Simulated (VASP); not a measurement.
Wanted: the native input for a VASP 6.6.1 run.

```
Task                   : single point
Functional             : PBEsol
Potentials or basis    : VASP PAW PBE potentials, release 64 (Si)
Cutoff                 : 500 eV
k mesh                 : 8 × 8 × 8
Occupations            : gaussian, width 0.02 eV
Spin                   : no spin polarisation
Dipole correction      : no
Further INCAR settings : ALGO = Normal; EDIFF = 1e-06; NBANDS = 11
```

The structure of Si lies in POSCAR:

```
Si
1.0
    0.0000000000      2.7169171383      2.7169171383
    2.7169171383      0.0000000000      2.7169171383
    2.7169171383      2.7169171383      0.0000000000
Si
2
Direct
    0.7500000000      0.7500000000      0.7500000000
    0.5000000000      0.5000000000      0.5000000000
```

The input as run:

INCAR

```
PREC = Accurate
ENCUT = 500
EDIFF = 1E-6
ISMEAR = 0
SIGMA = 0.02
LREAL = False
LASPH = True
NELM = 120
ALGO = Normal
ISIF = 2
LWAVE = False
LCHARG = False
GGA = PS
NBANDS = 11
GGA_COMPAT = False
```

KPOINTS

```
Automatic mesh
0
Gamma
  8 8 8
```

Potentials or basis: VASP PAW PBE potentials, release 64 (Si).

Run with:

```sh
$ cat potpaw_PBE.64/Si/POTCAR > POTCAR
$ mpirun -np 1 vasp_std > vasp.out
```

Results of the run:

* Pressure: 0.1 GPa
* Band gap on the k mesh: 0.51 eV, indirect (least direct gap 2.52 eV)

Caveat: the PAW data sets were made with another functional, which shifts forces and pressure a little.

It took 17 s on 1 thread of Intel Xeon 8259CL, on a shared host, peak memory 0.15 GiB.
